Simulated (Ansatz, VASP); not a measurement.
Sb in VASP and in Ansatz

Contents of POSCAR:

```
Sb
1.0
    0.1733647600      2.3885337500      2.4958692300
    2.4173055400      0.0646925500      2.6045414300
    2.3204533900      2.4003538000      0.1615447000
Sb
1
Direct
    0.0000000000      0.0000000000      0.0000000000
```

Contents of INCAR.step1:

```
SYSTEM = Sb
PREC = Accurate
ENCUT = 600
EDIFF = 1E-5
ISMEAR = -1
SIGMA = 0.05
LREAL = .FALSE.
LASPH = .TRUE.
NELM = 60
ALGO = Normal
LWAVE = .TRUE.
LCHARG = .FALSE.
GGA = PE
NBANDS = 8
```

Contents of INCAR.step2:

```
SYSTEM = Sb
PREC = Accurate
ENCUT = 600
EDIFF = 1E-7
ISMEAR = -1
SIGMA = 0.05
LREAL = .FALSE.
LASPH = .TRUE.
NELM = 60
ALGO = Normal
ISIF = 3
LWAVE = .FALSE.
LCHARG = .FALSE.
GGA = PE
LHFCALC = .TRUE.
AEXX = 0.25
PRECFOCK = Normal
IBRION = 2
NSW = 60
EDIFFG = -0.01
ISTART = 1
```

KPOINTS

```
Automatic mesh
0
G
  5 5 5
  0 0 0
```

The input input:

```
crystal:
  lattice:
    - [0.17336476, 2.38853375, 2.49586923]
    - [2.41730554, 0.06469255, 2.60454143]
    - [2.32045339, 2.4003538, 0.1615447]
  atoms:
    - { symbol: Sb, position: [0.0, 0.0, 0.0] }
hamiltonian:
  xc: pbe0
  pseudopotentials: { kind: paw }
kpoints:
  mp_grid: { grid: [5, 5, 5] }
scf:
  occupations: { method: fermi_dirac, width: 0.05 }
output:
  forces: true
  stress: true
  eigenvalues: true
  write_density: true
  write_potential: true
  elf: true
  volumetric_format: npy
relax:
  f_tol: 0.01
  max_steps: 40
  cell: { stress_tol: 0.05 }
```

Change from the starting cell: cell sheared at random, sigma 0.03, atoms nudged by 0.01 Å.

Alike in both runs: task relaxation of cell and atoms; functional PBE0; k mesh 5 × 5 × 5; occupations fermi-dirac, width 0.05 eV; no spin polarisation.

|  | VASP | Ansatz |
| --- | --- | --- |
| version | VASP 6.6.1 | Ansatz 0.2.0 |
| potentials or method | VASP PAW PBE potentials, release 64 (Sb) | Ansatz PAW |
| plane-wave cutoff (eV) | 600 | 420 |
| valence electrons in the cell | 5 | 15 |

```tsv
	VASP	Ansatz	Ansatz less VASP
gap on the k mesh at the Fermi level, each at its own relaxed structure (eV)	none	none	-
relaxed volume (Å³/atom)	26.11	26.80	+0.688
relaxed length of the cell vector where the two differ most in proportion (Å)	3.556	3.632	+0.0752
```

A gap of «none» marks a metal or a gap that the smearing closes. VASP's potentials hold 5 valence electrons a cell and Ansatz's 15, so a difference there can come from the potentials and not from the codes.

The k mesh is coarse, so the values compare programs but aren't converged. Neither program's run includes spin-orbit coupling. Noted on Ansatz's run: the plane-wave basis is chosen anew once the cell has moved, so the energies of steps on either side of that aren't comparable.
